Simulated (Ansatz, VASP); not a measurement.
## C: VASP beside Ansatz

```
C
1.0
    -2.81470    0.00000    0.00000
     1.40735   -2.58988    0.00000
     0.00000    0.00000    5.30781
C
6
Direct
  0.50000 0.50000 0.00000
  0.50000 0.50000 0.50000
  0.00000 0.50000 0.00000
  0.00000 0.50000 0.50000
  0.50000 0.00000 0.25000
  0.50000 0.00000 0.75000
```

Alike in both runs: task single point; functional PBE; k mesh 8 × 8 × 4; occupations gaussian, width 0.2 eV; no spin polarisation.

```csv
,VASP,Ansatz
version,VASP 6.6.1,Ansatz 0.2.0
potentials or method,"VASP PAW PBE potentials, release 64 (C), cutoff 520 eV","scalar-relativistic, plane waves, PAW"
valence electrons in the cell,24,24
```

```tsv
	VASP	Ansatz	Ansatz less VASP
gap on the k mesh at the Fermi level (eV)	none	none	-
pressure (GPa)	0.4	0.2	-0.19
traceless stress, the component that is largest in VASP (GPa)	0.82	0.95	+0.133
```

A gap of «none» marks a metal or a gap that the smearing closes.
